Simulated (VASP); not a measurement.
# Si (Fd-3m) in VASP: settings compared

Si is run at these levels: LDA, PBE, r2SCAN; tasks: electric field gradients.

Program: VASP 6.6.1. These are calculated values, not measurements. Logs are shortened: lines on timing, memory, paths and dates and some standing lists are left out, and cuts for length are marked.

### Step 1. The cell of the first run

It takes space group Fd-3m (No. 227, cubic). Conventional cell: a = 5.431 Å, b = 5.431 Å, c = 5.431 Å, α = 90.00°, β = 90.00°, γ = 90.00°. Within 3.1 Å of Si (site symmetry -43m) lie 4 Si at 2.35 Å.

### Step 2. Electric field gradients, LDA

Contents of INCAR:

```
  PREC = Accurate
  ENCUT = 400
  EDIFF = 1E-8
  ISMEAR = 0
  SIGMA = 0.01
  LREAL = False
  LASPH = True
  NELM = 120
  ALGO = Normal
  ISIF = 2
  LWAVE = False
  LCHARG = False
  LEFG = True
  NBANDS = 11
  GGA_COMPAT = False
```

Contents of KPOINTS:

```
regular mesh
0
Gamma
  12 12 12
```

Contents of POSCAR:

```
Si
1.0
    0.0000000000      2.7155000000      2.7155000000
    2.7155000000      0.0000000000      2.7155000000
    2.7155000000      2.7155000000      0.0000000000
Si
2
Direct
    0.0000000000      0.0000000000      0.0000000000
    0.2500000000      0.2500000000      0.2500000000
```

Potentials or basis: VASP PAW LDA potentials, release 64 (Si).

Run with:

```sh
$ cat potpaw_LDA.64/Si/POTCAR > POTCAR
$ mpirun -np 1 vasp_std > vasp.out
```

OUTCAR:

```text
PREC = Accurate
   ENCUT = 400
   EDIFF = 1E-8
   ISMEAR = 0
   LREAL = False
   LASPH = True
   NELM = 120
   ISIF = 2

 ion  position               nearest neighbor table
   1  0.000  0.000  0.000-   2 2.35   2 2.35   2 2.35   2 2.35
   2  0.250  0.250  0.250-   1 2.35   1 2.35   1 2.35   1 2.35

  LATTYP: Found a face centered cubic cell.
 ALAT       =     5.4310000000

  Lattice vectors:

 A1 = (   0.0000000000,   2.7155000000,   2.7155000000)
 A2 = (   2.7155000000,   0.0000000000,   2.7155000000)
 A3 = (   2.7155000000,   2.7155000000,   0.0000000000)

Analysis of symmetry for initial positions (statically):
=====================================================================
 Subroutine PRICEL returns:
 Original cell was already a primitive cell.

 Routine SETGRP: Setting up the symmetry group for a
 face centered cubic supercell.

 Subroutine GETGRP returns: Found 48 space group operations
 (whereof 24 operations were pure point group operations)
 out of a pool of 48 trial point group operations.

The static configuration has the point symmetry T_d .
 The point group associated with its full space group is O_h .

Analysis of symmetry for dynamics (positions and initial velocities):
=====================================================================
 Subroutine PRICEL returns:
 Original cell was already a primitive cell.

 Routine SETGRP: Setting up the symmetry group for a
 face centered cubic supercell.

 Subroutine GETGRP returns: Found 48 space group operations
 (whereof 24 operations were pure point group operations)
 out of a pool of 48 trial point group operations.

The dynamic configuration has the point symmetry T_d .
 The point group associated with its full space group is O_h .

 Subroutine INISYM returns: Found 48 space group operations
 (whereof 24 operations are pure point group operations),
 and found     1 'primitive' translations

----------------------------------------------------------------------------------------

                                     Primitive cell

  volume of cell :      40.0479

  direct lattice vectors                    reciprocal lattice vectors
     0.000000000  2.715500000  2.715500000    -0.184128153  0.184128153  0.184128153
     2.715500000  0.000000000  2.715500000     0.184128153 -0.184128153  0.184128153
     2.715500000  2.715500000  0.000000000     0.184128153  0.184128153 -0.184128153

  length of vectors
     3.840296929  3.840296929  3.840296929     0.318919316  0.318919316  0.318919316

  position of ions in fractional coordinates (direct lattice)
     0.000000000  0.000000000  0.000000000
     0.250000000  0.250000000  0.250000000

  ion indices of the primitive-cell ions
   primitive index   ion index
                 1           1
                 2           2

----------------------------------------------------------------------------------------

 KPOINTS: regular mesh

Automatic generation of k-mesh.
 Grid dimensions read from file:
 generate k-points for:   12   12   12

 Generating k-lattice:

  Cartesian coordinates                     Fractional coordinates (reciprocal lattice)
    -0.015344013  0.015344013  0.015344013     0.083333333  0.000000000  0.000000000
     0.015344013 -0.015344013  0.015344013     0.000000000  0.083333333  0.000000000
     0.015344013  0.015344013 -0.015344013     0.000000000  0.000000000  0.083333333

  Length of vectors
     0.026576610  0.026576610  0.026576610

  Shift w.r.t. Gamma in fractional coordinates (k-lattice)
     0.000000000  0.000000000  0.000000000

 Subroutine IBZKPT returns following result:
 ===========================================

 Found     72 irreducible k-points:

 Following reciprocal coordinates:
            Coordinates               Weight
  0.000000  0.000000  0.000000      1.000000
  0.083333  0.000000  0.000000      8.000000
  0.166667  0.000000  0.000000      8.000000
  0.250000  0.000000  0.000000      8.000000
  0.333333  0.000000  0.000000      8.000000
  0.416667  0.000000  0.000000      8.000000
[... 16 lines left out ...]
  0.500000  0.166667  0.000000     24.000000
 -0.416667  0.166667  0.000000     24.000000
 [... further k-points ...]
   k-points           NKPTS =     72   k-points in BZ     NKDIM =     72   number of bands    NBANDS=     11
   number of dos      NEDOS =    301   number of ions     NIONS =      2
   total plane-waves  NPLWV =  21952
   dimension x,y,z NGX =    28 NGY =   28 NGZ =   28
   dimension x,y,z NGXF=    56 NGYF=   56 NGZF=   56
   ions per type =               2
   NGX,Y,Z   is equivalent  to a cutoff of  12.12, 12.12, 12.12 a.u.
   NGXF,Y,Z  is equivalent  to a cutoff of  24.24, 24.24, 24.24 a.u.
 SYSTEM =  unknown system
   PREC   = accura    normal or accurate (medium, high low for compatibility)
   ISTART =      0    job   : 0-new  1-cont  2-samecut
   ICHARG =      2    charge: 1-file 2-atom 10-const
   ISPIN  =      1    spin polarized calculation?
   LNONCOLLINEAR =      F non collinear calculations
   LSORBIT =      F    spin-orbit coupling
   LASPH  =      T    aspherical Exc in radial PAW
   ENCUT  =  400.0 eV  29.40 Ry    5.42 a.u.   6.26  6.26  6.26*2*pi/ulx,y,z
   NELM   =    120;   NELMIN=  2; NELMDL= -5     # of ELM steps
   EDIFF  = 0.1E-07   stopping-criterion for ELM
   LREAL  =      F    real-space projection
   EDIFFG = 0.1E-06   stopping-criterion for IOM
   NSW    =      0    number of steps for IOM
   IBRION =     -1    ionic relax: 0-MD 1-quasi-New 2-CG
   NFREE  =      0    steps in history (QN), initial steepest desc. (CG)
   ISIF   =      2    stress and relaxation
   ISYM   =      2    0-nonsym 1-usesym 2-fastsym
   POTIM  = 0.5000    time-step for ionic-motion
   TEBEG  =    0.0;   TEEND  =   0.0 temperature during run
   PSTRESS=    0.0 pullay stress
   NELECT =       8.0000    total number of electrons
   NUPDOWN=      -1.0000    fix difference up-down
   EMIN   =  10.00;   EMAX   =-10.00  energy-range for DOS
   EFERMI =   0.00;   METHOD = LEGACY
   ISMEAR =     0;   SIGMA  =   0.01  broadening in eV -4-tet -1-fermi 0-gaus
   EFERMI_NEDOS =   21; number of points for ismear=-14 and -15
   IALGO  =     38    algorithm
   IMIX   =      4    mixing-type and parameters
     AMIX     =   0.40;   BMIX     =  1.00
     AMIX_MAG =   1.60;   BMIX_MAG =  1.00
  volume/ion in A,a.u.               =      20.02       135.13
  Fermi-wavevector in a.u.,A,eV,Ry     =   0.956999  1.808467 12.460868  0.915848
  Thomas-Fermi vector in A             =   2.085978
   LORBIT       =      0    0 simple, 1 ext, 2 COOP (PROOUT), +10 PAW based schemes
   GGA     = CA    functional components
   LHFCALC =     F    Hartree Fock is set to
   AEXX    =    0.0000 exact exchange contribution
   IVDW    =     0    specifies the selected vdW correction
   LEPSILON=     F    determine dielectric tensor
   LRPA    =     F    only Hartree local field effects (RPA)
 non-spin polarized calculation
 Gauss-broadening in eV      SIGMA  =   0.01
  energy-cutoff  :      400.00
  volume of cell :       40.05
 maximum number of plane-waves:       745
 NGX is ok and might be reduce to    28
   NGX = 13   NGY = 13   NGZ = 13

 number of electron       8.0000001 magnetization

 Free energy of the ion-electron system (eV)
  ---------------------------------------------------
  ext. energy  EPLUGINS =         0.00000000
  ---------------------------------------------------
  free energy    TOTEN  =       -11.91651427 eV

  energy without entropy =      -11.91651427  energy(sigma->0) =      -11.91651427

 E-fermi :   5.8490     XC(G=0):  -9.6052

 val. band max:        5.7681293384   @ k =   0.0000   0.0000   0.0000
 cond. band min:       6.2379365299   @ k =   0.4167   0.4167   0.0000
 fundamental gap:      0.4698071915
 Fermi energy:         5.8490020652

 k-point     1 :       0.0000    0.0000    0.0000
  band No.  band energies     occupation
      1      -6.1880      2.00000
      2       5.7681      2.00000
      3       5.7681      2.00000
      4       5.7681      2.00000
      5       8.2924      0.00000
      6       8.2924      0.00000
      7       8.2924      0.00000
      8       8.9751      0.00000
      9      13.4448      0.00000
     10      13.4980      0.00000
     11      13.4980      0.00000

 k-point     2 :       0.0833    0.0000    0.0000
  band No.  band energies     occupation
      1      -6.0970      2.00000
      2       4.8993      2.00000
      3       5.6240      2.00000
      4       5.6240      2.00000
      5       8.3109      0.00000
      6       8.5038      0.00000
      7       8.5038      0.00000
      8       9.6606      0.00000
      9      13.2149      0.00000
     10      13.2149      0.00000
     11      13.8396      0.00000

 k-point     3 :       0.1667    0.0000    0.0000
  band No.  band energies     occupation
      1      -5.8268      2.00000
      2       3.3725      2.00000
      3       5.3175      2.00000
      4       5.3175      2.00000
      5       8.0293      0.00000
      6       8.9386      0.00000
      7       8.9386      0.00000
      8      11.0850      0.00000
      9      12.8327      0.00000
     10      12.8327      0.00000
     11      14.6093      0.00000

 k-point     4 :       0.2500    0.0000    0.0000
  band No.  band energies     occupation
      1      -5.3880      2.00000
      2       1.8258      2.00000
      3       5.0092      2.00000
      4       5.0092      2.00000
      5       7.6958      0.00000
      6       9.2312      0.00000
      7       9.2312      0.00000
      8      12.5314      0.00000
      9      12.9323      0.00000
     10      12.9323      0.00000
     11      14.5410      0.00000
[... 239 lines left out ...]
 k-point    22 :       0.4167    0.1667    0.0000
  band No.  band energies     occupation
      1      -4.2792      2.00000
      2       0.0860      2.00000
      3       3.3194      2.00000
      4       3.9380      2.00000
      5       7.6926      0.00000
      6       9.9478      0.00000
      7      10.6145      0.00000
      8      10.7318      0.00000
      9      15.4975      0.00000
     10      15.9239      0.00000
     11      16.4451      0.00000

 k-point    23 :       0.5000    0.1667    0.0000
  band No.  band energies     occupation
      1      -3.6929      2.00000
      2      -0.8510      2.00000
      3       2.9737      2.00000
      4       3.9927      2.00000
      5       7.7218      0.00000
      6       9.7994      0.00000
      7      10.3418      0.00000
      8      12.0977      0.00000
      9      15.0286      0.00000
     10      16.1965      0.00000
     11      17.3995      0.00000

 k-point    24 :      -0.4167    0.1667    0.0000
  band No.  band energies     occupation
      1      -3.5773      2.00000
      2      -1.0119      2.00000
      3       2.7590      2.00000
      4       4.1774      2.00000
      5       7.8674      0.00000
      6       9.7488      0.00000
      7      10.1153      0.00000
      8      13.6371      0.00000
      9      14.1854      0.00000
     10      14.5044      0.00000
     11      16.7831      0.00000

 [... further k-points ...]
[... 5 lines left out ...]
  --------------------------------------------------------------------------------------
  -------------------------------------------------------------------------------------
  Total       -0.3658273     -0.3658273     -0.3658273      0.0000000      0.0000000      0.0000000
  in kB      -14.6354916    -14.6354916    -14.6354916      0.0000000      0.0000000      0.0000000
  external PRESSURE =     -14.6354916 kB  Pullay stress =       0.0000000 kB

 VOLUME and BASIS-vectors are now :
 -----------------------------------------------------------------------------
  energy-cutoff  :      400.00
  volume of cell :       40.05
      direct lattice vectors                 reciprocal lattice vectors
     0.000000000  2.715500000  2.715500000    -0.184128153  0.184128153  0.184128153
     2.715500000  0.000000000  2.715500000     0.184128153 -0.184128153  0.184128153
     2.715500000  2.715500000  0.000000000     0.184128153  0.184128153 -0.184128153

 POSITION                                       TOTAL-FORCE (eV/Angst)
 -----------------------------------------------------------------------------------
      0.00000      0.00000      0.00000        -0.000000     -0.000000      0.000000
      1.35775      1.35775      1.35775         0.000000      0.000000     -0.000000
 -----------------------------------------------------------------------------------
    total drift:                                0.000000      0.000000     -0.000000

  FREE ENERGIE OF THE ION-ELECTRON SYSTEM (eV)
  ---------------------------------------------------
  free  energy   TOTEN  =       -11.9165142701 eV

  energy  without entropy=      -11.9165142701  energy(sigma->0) =      -11.91651427

 Electric field gradients (V/A^2)
---------------------------------------------------------------------
 ion       V_xx      V_yy      V_zz      V_xy      V_xz      V_yz
---------------------------------------------------------------------
   1       0.000     0.000    -0.000    -0.000    -0.000    -0.000
   2       0.000    -0.000     0.000    -0.000    -0.000    -0.000
---------------------------------------------------------------------

 Electric field gradients after diagonalization (V/A^2)
 (convention: |V_zz| > |V_xx| > |V_yy|)
----------------------------------------------------------------------
 ion       V_xx      V_yy      V_zz     asymmetry (V_yy - V_xx)/ V_zz
----------------------------------------------------------------------
   1       0.000     0.000    -0.000       0.000
   2       0.000     0.000    -0.000       0.000
----------------------------------------------------------------------

           NMR quadrupolar parameters

 Cq : quadrupolar parameter    Cq=e*Q*V_zz/h
 eta: asymmetry parameters     (V_yy - V_xx)/ V_zz
 Q  : nuclear electric quadrupole moment in mb (millibarn)
----------------------------------------------------------------------
 ion       Cq(MHz)       eta       Q (mb)
----------------------------------------------------------------------
   1      -0.000       0.000       1.000
   2      -0.000       0.000       1.000
----------------------------------------------------------------------
```

Run time: 39 s. Hardware: 1 thread of AMD EPYC 7R43 (Zen 3), shared host; peak memory 0.1 GiB.

Results:

```yaml
Free_energy: -11.9165 eV
Pressure: -1.5 GPa
Band_gap_on_the_k_mesh: 0.47 eV (least direct gap 2.52 eV)
Largest_electric_field_gradient_by_atom: zero within the noise of the run
```

A k mesh can miss the band edges.

(Continued in part 2 of 2.)
